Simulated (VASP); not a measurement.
# BAs (zincblende type) (F-43m) in VASP: notebook, part 3 of 3

VASP 6.6.1. The steps go on from the part before.

### Step 5. Electric field gradients, PBE

This run uses another cell than the first one, of 13.90 Å³/atom, 1.063 times its volume.

The input, INCAR:

```
SYSTEM = BAs
PREC = Accurate
ENCUT = 520
EDIFF = 1E-8
ISMEAR = -1
SIGMA = 0.08
LREAL = .False.
LASPH = .True.
NELM = 60
ALGO = Normal
ISIF = 2
LWAVE = .False.
LCHARG = .False.
GGA = PE
LEFG = .True.
NBANDS = 11
```

The input, KPOINTS:

```
regular mesh
0
Gamma
  15 15 15
  0 0 0
```

The input, POSCAR:

```
BAs
1.0
    0.0000000000      2.4046586295      2.4046586295
    2.4046586295      0.0000000000      2.4046586295
    2.4046586295      2.4046586295      0.0000000000
B As
1 1
Direct
    0.0000000000      0.0000000000      0.0000000000
    0.2500000000      0.2500000000      0.2500000000
```

Potentials or basis: VASP PAW PBE potentials, release 64 (B, As).

The run is started by

```sh
$ cat potpaw_PBE.64/B/POTCAR potpaw_PBE.64/As/POTCAR > POTCAR
$ mpirun -np 1 vasp_std > vasp.out
```

OUTCAR:

```text
SYSTEM = BAs
   PREC = Accurate
   ENCUT = 520
   EDIFF = 1E-8
   ISMEAR = -1
   LREAL = .False.
   LASPH = .True.
   NELM = 60
   ISIF = 2
   GGA = PE

 ion  position               nearest neighbor table
   1  0.000  0.000  0.000-   2 2.08   2 2.08   2 2.08   2 2.08
   2  0.250  0.250  0.250-   1 2.08   1 2.08   1 2.08   1 2.08

  LATTYP: Found a face centered cubic cell.
 ALAT       =     4.8093172590

  Lattice vectors:

 A1 = (   0.0000000000,   2.4046586295,   2.4046586295)
 A2 = (   2.4046586295,   0.0000000000,   2.4046586295)
 A3 = (   2.4046586295,   2.4046586295,   0.0000000000)

Analysis of symmetry for initial positions (statically):
=====================================================================
 Subroutine PRICEL returns:
 Original cell was already a primitive cell.

 Routine SETGRP: Setting up the symmetry group for a
 face centered cubic supercell.

 Subroutine GETGRP returns: Found 24 space group operations
 (whereof 24 operations were pure point group operations)
 out of a pool of 48 trial point group operations.

The static configuration has the point symmetry T_d .

Analysis of symmetry for dynamics (positions and initial velocities):
=====================================================================
 Subroutine PRICEL returns:
 Original cell was already a primitive cell.

 Routine SETGRP: Setting up the symmetry group for a
 face centered cubic supercell.

 Subroutine GETGRP returns: Found 24 space group operations
 (whereof 24 operations were pure point group operations)
 out of a pool of 48 trial point group operations.

The dynamic configuration has the point symmetry T_d .

[... 162 lines left out ...]
      8      10.3356      0.00000
      9      15.3906      0.00000
     10      18.7740      0.00000
     11      18.7740      0.00000
[... 309 lines left out ...]
 k-point    24 :       0.2000    0.1333    0.0000
  band No.  band energies     occupation
      1      -8.6733      2.00000
      2       3.0971      2.00000
      3       4.2490      2.00000
      4       4.4463      2.00000
      5       8.4041      0.00000
      6      10.8862      0.00000
      7      11.4199      0.00000
      8      11.9260      0.00000
      9      15.6399      0.00000
     10      17.6195      0.00000
     11      19.0206      0.00000

 [... further k-points ...]
[... 5 lines left out ...]
  --------------------------------------------------------------------------------------
  -------------------------------------------------------------------------------------
  Total        0.1037804      0.1037804      0.1037804      0.0000000      0.0000000      0.0000000
  in kB        5.9790981      5.9790981      5.9790981      0.0000000      0.0000000      0.0000000
  external PRESSURE =       5.9790981 kB  Pullay stress =       0.0000000 kB

 VOLUME and BASIS-vectors are now :
 -----------------------------------------------------------------------------
  energy-cutoff  :      520.00
  volume of cell :       27.81
      direct lattice vectors                 reciprocal lattice vectors
     0.000000000  2.404658630  2.404658630    -0.207929722  0.207929722  0.207929722
     2.404658630  0.000000000  2.404658630     0.207929722 -0.207929722  0.207929722
     2.404658630  2.404658630  0.000000000     0.207929722  0.207929722 -0.207929722

 POSITION                                       TOTAL-FORCE (eV/Angst)
 -----------------------------------------------------------------------------------
      0.00000      0.00000      0.00000        -0.000000     -0.000000     -0.000000
      1.20233      1.20233      1.20233         0.000000      0.000000      0.000000
 -----------------------------------------------------------------------------------
    total drift:                               -0.000000     -0.000000     -0.000000

  FREE ENERGIE OF THE ION-ELECTRON SYSTEM (eV)
  ---------------------------------------------------
  free  energy   TOTEN  =       -11.4138196507 eV

  energy  without entropy=      -11.4138143198  energy(sigma->0) =      -11.41381699

 Electric field gradients (V/A^2)
---------------------------------------------------------------------
 ion       V_xx      V_yy      V_zz      V_xy      V_xz      V_yz
---------------------------------------------------------------------
   1      -0.000     0.000     0.000    -0.000    -0.000    -0.000
   2      -0.000     0.000     0.000     0.000     0.000     0.000
---------------------------------------------------------------------

 Electric field gradients after diagonalization (V/A^2)
 (convention: |V_zz| > |V_xx| > |V_yy|)
----------------------------------------------------------------------
 ion       V_xx      V_yy      V_zz     asymmetry (V_yy - V_xx)/ V_zz
----------------------------------------------------------------------
   1       0.000     0.000    -0.000       0.000
   2      -0.000    -0.000     0.000       0.000
----------------------------------------------------------------------

           NMR quadrupolar parameters

 Cq : quadrupolar parameter    Cq=e*Q*V_zz/h
 eta: asymmetry parameters     (V_yy - V_xx)/ V_zz
 Q  : nuclear electric quadrupole moment in mb (millibarn)
----------------------------------------------------------------------
 ion       Cq(MHz)       eta       Q (mb)
----------------------------------------------------------------------
   1      -0.000       0.000       1.000
   2       0.000       0.000       1.000
----------------------------------------------------------------------
```

stdout:

```text
POSCAR found type information on POSCAR B As
 POSCAR found :  2 types and       2 ions
 scaLAPACK will be used
 LDA part: xc-table for (Slater+PW92), standard interpolation
 POSCAR, INCAR and KPOINTS ok, starting setup
 FFT: planning ... GRIDC
 FFT: planning ... GRID_SOFT
 FFT: planning ... GRID
 WAVECAR not read
 entering main loop
ion   1

ion   2
```

Run time: 74 s. Hardware: 1 thread of Intel Xeon Platinum 8488C (Sapphire Rapids), shared host; peak memory 0.18 GiB.

What came out:

- Free energy: -11.4138 eV
- Pressure: 0.6 GPa
- Band gap on the k mesh: 1.20 eV, indirect (least direct gap 3.25 eV)

Levels at points of the mesh, in eV from the valence-band top:
```
           k point  band 2  band 3  band 4  band 5  band 6  band 7
(0.00, 0.00, 0.00)    0.00    0.00    0.00    3.25    3.25    3.25
```

Caveat: without QUAD_EFG the Cq values of the log hold for a quadrupole moment of 1 mb, not for the nuclei.

### Step 6. Electric field gradients, PBE

This run uses another cell than the first one, of 13.90 Å³/atom, 1.063 times its volume.

The input, INCAR:

```
PREC = Accurate ; ENCUT = 520
EDIFF = 1E-8 ; ISMEAR = -1
SIGMA = 0.08 ; LREAL = F
LASPH = T ; NELM = 80
ALGO = Normal ; ISIF = 2
LWAVE = F ; LCHARG = F
GGA = PE ; LEFG = T
NBANDS = 11
```

The input, KPOINTS:

```
regular mesh
0
Gamma
  15 15 15
```

POSCAR is that of step 5.

Potentials or basis: VASP PAW PBE potentials, release 64 (B, As).

The run is started by

```sh
$ cat potpaw_PBE.64/B/POTCAR potpaw_PBE.64/As/POTCAR > POTCAR
$ mpirun -np 1 vasp_std > vasp.out
```

OUTCAR:

```text
PREC = Accurate
   ENCUT = 520
   EDIFF = 1E-8
   ISMEAR = -1
   LREAL = F
   LASPH = T
   NELM = 80
   ISIF = 2
   GGA = PE

 ion  position               nearest neighbor table
   1  0.000  0.000  0.000-   2 2.08   2 2.08   2 2.08   2 2.08
   2  0.250  0.250  0.250-   1 2.08   1 2.08   1 2.08   1 2.08

  LATTYP: Found a face centered cubic cell.
 ALAT       =     4.8093172590

  Lattice vectors:

 A1 = (   0.0000000000,   2.4046586295,   2.4046586295)
 A2 = (   2.4046586295,   0.0000000000,   2.4046586295)
 A3 = (   2.4046586295,   2.4046586295,   0.0000000000)

[... 547 lines left out ...]
  free  energy   TOTEN  =       -11.4138196507 eV

  energy  without entropy=      -11.4138143198  energy(sigma->0) =      -11.41381699

 Electric field gradients (V/A^2)
---------------------------------------------------------------------
 ion       V_xx      V_yy      V_zz      V_xy      V_xz      V_yz
---------------------------------------------------------------------
   1      -0.000     0.000     0.000    -0.000    -0.000    -0.000
   2      -0.000     0.000     0.000     0.000     0.000     0.000
---------------------------------------------------------------------

 Electric field gradients after diagonalization (V/A^2)
 (convention: |V_zz| > |V_xx| > |V_yy|)
----------------------------------------------------------------------
 ion       V_xx      V_yy      V_zz     asymmetry (V_yy - V_xx)/ V_zz
----------------------------------------------------------------------
   1       0.000     0.000    -0.000       0.000
   2      -0.000    -0.000     0.000       0.000
----------------------------------------------------------------------

           NMR quadrupolar parameters

 Cq : quadrupolar parameter    Cq=e*Q*V_zz/h
 eta: asymmetry parameters     (V_yy - V_xx)/ V_zz
 Q  : nuclear electric quadrupole moment in mb (millibarn)
----------------------------------------------------------------------
 ion       Cq(MHz)       eta       Q (mb)
----------------------------------------------------------------------
   1      -0.000       0.000       1.000
   2       0.000       0.000       1.000
----------------------------------------------------------------------
```

OSZICAR:

```text
N       E                     dE             d eps       ncg     rms          rms(c)
DAV:   1     0.119949882808E+02    0.11995E+02   -0.37760E+03  2640   0.643E+02
DAV:   2    -0.113119948721E+02   -0.23307E+02   -0.22352E+02  3423   0.103E+02
DAV:   3    -0.120123665790E+02   -0.70037E+00   -0.69860E+00  3286   0.167E+01
DAV:   4    -0.120143719211E+02   -0.20053E-02   -0.20052E-02  2958   0.998E-01
DAV:   5    -0.120143750585E+02   -0.31375E-05   -0.31380E-05  3154   0.424E-02    0.479E+00
DAV:   6    -0.114745604337E+02    0.53981E+00   -0.15224E+00  2802   0.496E+00    0.233E+00
DAV:   7    -0.114198502414E+02    0.54710E-01   -0.17832E-01  3099   0.208E+00    0.968E-01
DAV:   8    -0.114133554079E+02    0.64948E-02   -0.19767E-02  3003   0.795E-01    0.962E-02
DAV:   9    -0.114136562954E+02   -0.30089E-03   -0.77452E-04  3035   0.159E-01    0.564E-02
DAV:  10    -0.114138132056E+02   -0.15691E-03   -0.19323E-04  2806   0.845E-02    0.120E-02
DAV:  11    -0.114138192521E+02   -0.60465E-05   -0.55310E-06  3265   0.157E-02    0.101E-02
DAV:  12    -0.114138194816E+02   -0.22958E-06   -0.27909E-06  2775   0.911E-03    0.350E-03
DAV:  13    -0.114138195289E+02   -0.47224E-07   -0.84384E-08  3273   0.188E-03    0.114E-03
DAV:  14    -0.114138196460E+02   -0.11710E-06   -0.13662E-08  2740   0.777E-04    0.131E-04
DAV:  15    -0.114138196507E+02   -0.46972E-08   -0.29400E-10  1353   0.126E-04
   1 F= -.11413820E+02 E0= -.11413817E+02  d E =-.533086E-05
```

It took 67 s on 1 thread of Intel Xeon Platinum 8488C (Sapphire Rapids), shared host; peak memory 0.18 GiB.

What came out:

| Item | Value |
| --- | --- |
| Free energy | -11.4138 eV |
| Pressure | 0.6 GPa |
| Band gap on the k mesh | 1.20 eV, indirect (least direct gap 3.25 eV) |

Caveat: without QUAD_EFG the Cq values of the log hold for a quadrupole moment of 1 mb, not for the nuclei.

### Step 7. Overview

```tsv
cell	gap on the mesh (eV)	pressure (GPa)
a = 3.332 Å, angles 60.0°, 2 atoms	1.13	10.0
a = 3.378 Å, angles 60.0°, 2 atoms	1.18	3.4
a = 3.401 Å, angles 60.0°, 2 atoms	1.20	0.6
```

Alike in all rows: task electric field gradients; level PBE; potentials or basis VASP PAW PBE potentials, release 64 (B, As); no spin polarisation; k mesh 15 × 15 × 15; cutoff (eV) 520; smearing fermi-dirac 0.08 eV.

Absolute energies hang on the potentials; compare differences alone.
